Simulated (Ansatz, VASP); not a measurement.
## Two plane-wave programs on Ag

```
CELL_PARAMETERS angstrom
0.00000 2.05190 2.05190
2.05190 0.00000 2.05190
2.05190 2.05190 0.00000
ATOMIC_POSITIONS crystal
Ag 0.00000 0.00000 0.00000
```

Alike in both runs: task single point; functional r2SCAN; k mesh 13 × 13 × 13; occupations methfessel-paxton of order 1, width 1 eV; no spin polarisation.

|  | VASP | Ansatz |
| --- | --- | --- |
| version | VASP 6.6.1 | Ansatz 0.2.0 |
| potentials or method | VASP PAW PBE potentials, release 64 (Ag), cutoff 520 eV | plane waves (500 eV) with PAW, scalar-relativistic |
| valence electrons in the cell | 11 | 19 |

Ansatz gave:

- pressure (GPa): 0.0

Problem. Estimate VASP's values.

Solution. Pressure (GPa): 0.2.

VASP's potentials were made for PBE, not for r2SCAN. The functional is the same, so the differences come from potentials, cutoffs and numerics. VASP's potentials hold 11 valence electrons a cell and Ansatz's 19, so a difference there can come from the potentials and not from the codes.
